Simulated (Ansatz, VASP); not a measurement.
## SiS3 in VASP and in Ansatz

```
Si S
1.0
     0.00000    3.44713    3.44713
     3.44713    0.00000    3.44713
     3.44713    3.44713    0.00000
Si S
1 3
Cartesian
  0.0000 0.0000 0.0000
  1.7236 1.7236 1.7236
  5.1707 5.1707 5.1707
  3.4471 3.4471 3.4471
```

Change from the starting cell: species swapped into the TaW3 type (Fm-3m, No. 225).

Alike in both runs: task relaxation of cell and atoms; functional PBE; k mesh 4 × 4 × 4; occupations gaussian, width 0.1 eV; no spin polarisation.

|  | VASP | Ansatz |
| --- | --- | --- |
| version | VASP 6.6.1 | Ansatz 0.2.0 |
| potentials or method | VASP PAW PBE potentials, release 64 (Si, S), cutoff 500 eV | scalar-relativistic, plane waves, PAW |
| valence electrons in the cell | 22 | 22 |

|  | VASP | Ansatz | Ansatz less VASP |
| --- | --- | --- | --- |
| gap on the k mesh at the Fermi level, each at its own relaxed structure (eV) | none | none | - |
| relaxed volume (Å³/atom) | 16.00 | 16.00 | 0.000 |
| relaxed cell length with the largest relative difference (Å) | 4.490 | 4.490 | 0.0000 |

A gap of «none» marks a metal or a gap that the smearing closes.

The k mesh is coarse, so the values compare programs but aren't converged. Noted on VASP's run: the volume moved by over 15 % at a fixed basis, so the end points are rough.
